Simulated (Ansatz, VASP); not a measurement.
**NiO: VASP beside Ansatz**

```xyz
4
Lattice="0.0000 2.0913 2.0913 2.0913 0.0000 2.0913 4.1826 4.1826 0.0000" Properties=species:S:1:pos:R:3 pbc="T T T"
Ni    0.0000    0.0000    0.0000
Ni    2.0913    2.0913    0.0000
O     2.0913    2.0913    2.0913
O     4.1826    4.1826    2.0913
```

Alike in both runs: task single point; functional LDA; k mesh 6 × 6 × 6; occupations gaussian, width 0.05 eV; collinear spin; Hubbard terms Ni d U = 4.2 eV.

|  | VASP | Ansatz |
| --- | --- | --- |
| version | VASP 6.6.1 | Ansatz 0.2.0 |
| potentials or method | VASP PAW LDA potentials, release 64 (Ni_sv_GW, O), cutoff 700 eV | scalar-relativistic, plane waves, PAW |
| valence electrons in the cell | 48 | 48 |

|  | VASP | Ansatz | Ansatz less VASP |
| --- | --- | --- | --- |
| gap on the k mesh at the Fermi level (eV) | 2.51 | 2.30 | -0.209 |
| least direct gap on the mesh (eV) | 2.90 | 2.74 | -0.167 |
| pressure (GPa) | -13.6 | -11.9 | +1.73 |
| net moment per atom (μB) | 0.00 | 0.00 | 0.000 |
| size of the moment on the site where the two differ most (μB) | 1.60 | 1.55 | -0.055 |

LDA's correlation is that of Perdew and Zunger in VASP and of Perdew and Wang (1992) in Ansatz. Site moments also hang on the region over which each program counts them. The programs project onto different local orbitals, so the same U acts differently, and such runs can settle in different states.

The k mesh is coarse, so the values compare programs but aren't converged.
